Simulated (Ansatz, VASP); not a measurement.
**Two plane-wave programs on Bi**

```
Bi
1.0
     4.62715    0.00000    0.00000
     0.00000    4.49601    0.00000
    -0.34365    0.00000    6.46824
Bi
4
Direct
  0.25137 0.25000 0.74873
  0.74863 0.75000 0.25127
  0.24989 0.25000 0.24888
  0.75011 0.75000 0.75112
```

Alike in both runs: task single point; functional r2SCAN; k mesh 6 × 6 × 4; occupations fermi-dirac, width 0.05 eV; no spin polarisation.

```csv
,VASP,Ansatz
version,VASP 6.6.1,Ansatz 0.2.0
potentials or method,"VASP PAW PBE potentials, release 64 (Bi_d)",Ansatz PAW
plane-wave cutoff (eV),520,500
valence electrons in the cell,60,60
```

|  | VASP | Ansatz | Ansatz less VASP |
| --- | --- | --- | --- |
| gap on the k mesh at the Fermi level (eV) | none | none | - |
| pressure (GPa) | 1.2 | 1.2 | +0.04 |
| traceless stress, the component that is largest in VASP (GPa) | 0.98 | 0.98 | 0.000 |

VASP's potentials were made for PBE, not for r2SCAN. A gap of «none» marks a metal or a gap that the smearing closes. The functional is the same, so the differences come from potentials, cutoffs and numerics.

Neither program's run includes spin-orbit coupling.
